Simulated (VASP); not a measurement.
# BN (P6_3mc) in VASP: further runs, part 2 of 4

VASP 6.6.1. The steps go on from the part before.

**3. Single point, r2SCAN (volume scaled by 0.97, then relaxed in part)**

File POSCAR:

```
BN
1.0
    2.5181489056      0.0000000000      0.0000000000
   -1.2590744528      2.1807809228      0.0000000000
    0.0000000000      0.0000000000      4.1656339929
B N
2 2
Direct
    0.6666666667      0.3333333333      0.9996810283
    0.3333333333      0.6666666667      0.4996810283
    0.6666666667      0.3333333333      0.6253189717
    0.3333333333      0.6666666667      0.1253189717
```

File INCAR.step1:

```
SYSTEM = BN
PREC = Accurate ; ENCUT = 520
ISMEAR = 0 ; SIGMA = 0.02
LREAL = .False. ; LASPH = .True.
NELM = 80 ; NBANDS = 16
GGA = PE ; ALGO = Normal
EDIFF = 1E-4 ; LWAVE = .True.
LCHARG = .False.
```

File INCAR.step2:

```
SYSTEM = BN
PREC = Accurate ; ENCUT = 520
EDIFF = 1E-6 ; ISMEAR = 0
SIGMA = 0.02 ; LREAL = .False.
LASPH = .True. ; NELM = 80
ALGO = Normal ; ISIF = 2
LWAVE = .False. ; LCHARG = .False.
METAGGA = R2SCAN ; LMIXTAU = .True.
NBANDS = 16 ; ISTART = 1
```

File KPOINTS:

```
Automatic mesh
0
Gamma
  12 12 6
  0 0 0
```

Potentials or basis: VASP PAW PBE potentials, release 64 (B, N).

Started as:

```
cat potpaw_PBE.64/B/POTCAR potpaw_PBE.64/N/POTCAR > POTCAR
cp INCAR.step1 INCAR
mpirun -np 1 vasp_std > vasp.out
cp INCAR.step2 INCAR
mpirun -np 1 vasp_std > vasp.out
```

OUTCAR:

```text
SYSTEM = BN
   PREC = Accurate
   ENCUT = 520
   EDIFF = 1E-6
   ISMEAR = 0
   LREAL = .False.
   LASPH = .True.
   NELM = 80
   ISIF = 2
   METAGGA = R2SCAN
   ISTART = 1

 ion  position               nearest neighbor table
   1  0.667  0.333  1.000-   4 1.55   4 1.55   4 1.55   3 1.56
   2  0.333  0.667  0.500-   3 1.55   3 1.55   3 1.55   4 1.56
   3  0.667  0.333  0.625-   2 1.55   2 1.55   2 1.55   1 1.56
   4  0.333  0.667  0.125-   1 1.55   1 1.55   1 1.55   2 1.56

  LATTYP: Found a hexagonal cell.
 ALAT       =     2.5181489056
 C/A-ratio  =     1.6542445062

  Lattice vectors:

 A1 = (   2.5181489056,   0.0000000000,   0.0000000000)
 A2 = (  -1.2590744528,   2.1807809228,   0.0000000000)
 A3 = (   0.0000000000,   0.0000000000,   4.1656339929)

Analysis of symmetry for initial positions (statically):
=====================================================================
 Subroutine PRICEL returns:
 Original cell was already a primitive cell.

 Routine SETGRP: Setting up the symmetry group for a
 hexagonal supercell.

 Subroutine GETGRP returns: Found 12 space group operations
 (whereof  6 operations were pure point group operations)
 out of a pool of 24 trial point group operations.

The static configuration has the point symmetry C_3v.
 The point group associated with its full space group is C_6v.

Analysis of symmetry for dynamics (positions and initial velocities):
=====================================================================
 Subroutine PRICEL returns:
 Original cell was already a primitive cell.

 Routine SETGRP: Setting up the symmetry group for a
 hexagonal supercell.

 Subroutine GETGRP returns: Found 12 space group operations
 (whereof  6 operations were pure point group operations)
 out of a pool of 24 trial point group operations.

The dynamic configuration has the point symmetry C_3v.
 The point group associated with its full space group is C_6v.

 Subroutine INISYM returns: Found 12 space group operations
 (whereof  6 operations are pure point group operations),
 and found     1 'primitive' translations

----------------------------------------------------------------------------------------

                                     Primitive cell

  volume of cell :      22.8757

  direct lattice vectors                    reciprocal lattice vectors
     2.518148906  0.000000000  0.000000000     0.397117104  0.229275667  0.000000000
    -1.259074453  2.180780923  0.000000000     0.000000000  0.458551333  0.000000000
     0.000000000  0.000000000  4.165633993     0.000000000  0.000000000  0.240059497

  length of vectors
     2.518148906  2.518148906  4.165633993     0.458551333  0.458551333  0.240059497

  position of ions in fractional coordinates (direct lattice)
     0.666666667  0.333333333  0.999681028
     0.333333333  0.666666667  0.499681028
     0.666666667  0.333333333  0.625318972
     0.333333333  0.666666667  0.125318972

  ion indices of the primitive-cell ions
   primitive index   ion index
                 1           1
                 2           2
                 3           3
                 4           4

----------------------------------------------------------------------------------------

 KPOINTS: Automatic mesh

Automatic generation of k-mesh.
 Grid dimensions read from file:
 generate k-points for:   12   12    6

 Generating k-lattice:

  Cartesian coordinates                     Fractional coordinates (reciprocal lattice)
     0.033093092  0.019106306  0.000000000     0.083333333  0.000000000  0.000000000
     0.000000000  0.038212611  0.000000000     0.000000000  0.083333333  0.000000000
     0.000000000  0.000000000  0.040009916     0.000000000  0.000000000  0.166666667

  Length of vectors
     0.038212611  0.038212611  0.040009916

  Shift w.r.t. Gamma in fractional coordinates (k-lattice)
     0.000000000  0.000000000  0.000000000

 Subroutine IBZKPT returns following result:
 ===========================================

 Found     76 irreducible k-points:

 Following reciprocal coordinates:
            Coordinates               Weight
  0.000000  0.000000  0.000000      1.000000
  0.083333  0.000000  0.000000      6.000000
  0.166667 -0.000000  0.000000      6.000000
  0.250000 -0.000000  0.000000      6.000000
  0.333333 -0.000000  0.000000      6.000000
  0.416667 -0.000000  0.000000      6.000000
[... 16 lines left out ...]
  0.250000 -0.000000  0.166667     12.000000
  0.333333 -0.000000  0.166667     12.000000
 [... further k-points ...]
   k-points           NKPTS =     76   k-points in BZ     NKDIM =     76   number of bands    NBANDS=     16
   number of dos      NEDOS =    301   number of ions     NIONS =      4
   total plane-waves  NPLWV =  12800
   dimension x,y,z NGX =    20 NGY =   20 NGZ =   32
   dimension x,y,z NGXF=    40 NGYF=   40 NGZF=   64
   ions per type =               2   2
   NGX,Y,Z   is equivalent  to a cutoff of  13.20, 13.20, 12.77 a.u.
   NGXF,Y,Z  is equivalent  to a cutoff of  26.41, 26.41, 25.54 a.u.
 SYSTEM =  BN
   PREC   = accura    normal or accurate (medium, high low for compatibility)
   ISTART =      1    job   : 0-new  1-cont  2-samecut
   ICHARG =      0    charge: 1-file 2-atom 10-const
   ISPIN  =      1    spin polarized calculation?
   LNONCOLLINEAR =      F non collinear calculations
   LSORBIT =      F    spin-orbit coupling
   LASPH  =      T    aspherical Exc in radial PAW
   ENCUT  =  520.0 eV  38.22 Ry    6.18 a.u.   4.68  4.68  7.75*2*pi/ulx,y,z
   NELM   =     80;   NELMIN=  2; NELMDL=  0     # of ELM steps
   EDIFF  = 0.1E-05   stopping-criterion for ELM
   LREAL  =      F    real-space projection
   EDIFFG = 0.1E-04   stopping-criterion for IOM
   NSW    =      0    number of steps for IOM
   IBRION =     -1    ionic relax: 0-MD 1-quasi-New 2-CG
   NFREE  =      0    steps in history (QN), initial steepest desc. (CG)
   ISIF   =      2    stress and relaxation
   ISYM   =      2    0-nonsym 1-usesym 2-fastsym
   POTIM  = 0.5000    time-step for ionic-motion
   TEBEG  =    0.0;   TEEND  =   0.0 temperature during run
   PSTRESS=    0.0 pullay stress
   NELECT =      16.0000    total number of electrons
   NUPDOWN=      -1.0000    fix difference up-down
   EMIN   =  10.00;   EMAX   =-10.00  energy-range for DOS
   EFERMI =   0.00;   METHOD = LEGACY
   ISMEAR =     0;   SIGMA  =   0.02  broadening in eV -4-tet -1-fermi 0-gaus
   EFERMI_NEDOS =   21; number of points for ismear=-14 and -15
   IALGO  =     38    algorithm
   IMIX   =      4    mixing-type and parameters
     AMIX     =   0.40;   BMIX     =  1.00
     AMIX_MAG =   1.60;   BMIX_MAG =  1.00
  volume/ion in A,a.u.               =       5.72        38.59
  Fermi-wavevector in a.u.,A,eV,Ry     =   1.453193  2.746137 28.732375  2.111770
  Thomas-Fermi vector in A             =   2.570488
   LORBIT       =      0    0 simple, 1 ext, 2 COOP (PROOUT), +10 PAW based schemes
   METAGGA = R2SCAN    functional components
   LHFCALC =     F    Hartree Fock is set to
   AEXX    =    0.0000 exact exchange contribution
   IVDW    =     0    specifies the selected vdW correction
   LEPSILON=     F    determine dielectric tensor
   LRPA    =     F    only Hartree local field effects (RPA)
 non-spin polarized calculation
 Gauss-broadening in eV      SIGMA  =   0.02
  energy-cutoff  :      520.00
  volume of cell :       22.88
 maximum number of plane-waves:       640
 NGX is ok and might be reduce to    20
   NGX =  9   NGY =  9   NGZ = 15

 number of electron      15.9999999 magnetization

 Free energy of the ion-electron system (eV)
  ---------------------------------------------------
  ext. energy  EPLUGINS =         0.00000000
  ---------------------------------------------------
  free energy    TOTEN  =       -38.23206489 eV

  energy without entropy =      -38.23206489  energy(sigma->0) =      -38.23206489

 E-fermi :   7.9571     XC(G=0): -13.8078

 val. band max:        7.8187840260   @ k =   0.0000   0.0000   0.0000
 cond. band min:      13.4768848110   @ k =   0.3333   0.3333   0.0000
 fundamental gap:      5.6581007850
 Fermi energy:         7.9570657019

 k-point     1 :       0.0000    0.0000    0.0000
  band No.  band energies     occupation
      1     -14.0445      2.00000
      2      -9.6581      2.00000
      3      -3.8217      2.00000
      4       5.5383      2.00000
      5       5.5383      2.00000
      6       7.5209      2.00000
[... 433 lines left out ...]
      3      -1.5993      2.00000
      4      -0.0538      2.00000
      5       1.4248      2.00000
      6       3.2032      2.00000
[... 8 lines left out ...]
     15      25.4444      0.00000
     16      25.8023      0.00000

 [... further k-points ...]
[... 5 lines left out ...]
  --------------------------------------------------------------------------------------
  -------------------------------------------------------------------------------------
  Total        1.9751697      1.9751697      1.9796297      0.0000000      0.0000000      0.0000000
  in kB      138.3376628    138.3376628    138.6500355      0.0000000      0.0000000      0.0000000
  external PRESSURE =     138.4417871 kB  Pullay stress =       0.0000000 kB

 VOLUME and BASIS-vectors are now :
 -----------------------------------------------------------------------------
  energy-cutoff  :      520.00
  volume of cell :       22.88
      direct lattice vectors                 reciprocal lattice vectors
     2.518148906  0.000000000  0.000000000     0.397117104  0.229275667  0.000000000
    -1.259074453  2.180780923  0.000000000     0.000000000  0.458551333  0.000000000
     0.000000000  0.000000000  4.165633993     0.000000000  0.000000000  0.240059497

 POSITION                                       TOTAL-FORCE (eV/Angst)
 -----------------------------------------------------------------------------------
      1.25907      0.72693      4.16431        -0.000000      0.000000     -0.002600
     -0.00000      1.45385      2.08149         0.000000     -0.000000     -0.002600
      1.25907      0.72693      2.60485        -0.000000      0.000000      0.002600
     -0.00000      1.45385      0.52203         0.000000     -0.000000      0.002600
 -----------------------------------------------------------------------------------
    total drift:                               -0.000000     -0.000000      0.002189

  FREE ENERGIE OF THE ION-ELECTRON SYSTEM (eV)
  ---------------------------------------------------
  free  energy   TOTEN  =       -38.2320648916 eV

  energy  without entropy=      -38.2320648916  energy(sigma->0) =      -38.23206489
```

It took 78 s on 1 thread of Intel Xeon 6975P-C (Granite Rapids), shared host; peak memory 0.15 GiB.

What came out:

```yaml
Free_energy: -38.2321 eV
Pressure: 13.8 GPa
Band_gap_on_the_k_mesh: 5.66 eV, indirect (least direct gap 9.13 eV)
```

Forces on the atoms (eV/Å):
```
B    0.000  0.000 -0.003
B    0.000  0.000 -0.003
N    0.000  0.000  0.003
N    0.000  0.000  0.003
```

Caveat: the PAW data sets were made with another functional, which shifts forces and pressure a little. A k mesh can miss the band edges.

(Continued in part 3 of 4.)
